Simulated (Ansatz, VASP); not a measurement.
**Ta2Mo in VASP and in Ansatz**

```
Ta Mo
1.0
     0.00000    3.13392    3.13392
     3.13392    0.00000    3.13392
     3.13392    3.13392    0.00000
Ta Mo
2 1
Direct
  0.25000 0.25000 0.25000
  0.75000 0.75000 0.75000
  0.00000 0.00000 0.00000
```

Alike in both runs: task single point; functional PBE; k mesh 6 × 6 × 6; occupations gaussian, width 0.1 eV; no spin polarisation.

|  | VASP | Ansatz |
| --- | --- | --- |
| version | VASP 6.6.1 | Ansatz 0.2.0 |
| potentials or method | VASP PAW PBE potentials, release 64 (Ta_pv, Mo_sv), cutoff 520 eV | scalar-relativistic, plane waves, PAW |
| valence electrons in the cell | 36 | 40 |

|  | VASP | Ansatz | Ansatz less VASP |
| --- | --- | --- | --- |
| gap on the k mesh at the Fermi level (eV) | none | none | - |
| pressure (GPa) | -0.3 | -0.5 | -0.15 |

A gap of «none» marks a metal or a gap that the smearing closes. VASP's potentials hold 36 valence electrons a cell and Ansatz's 40, so a difference there can come from the potentials and not from the codes.

Neither program's run includes spin-orbit coupling.
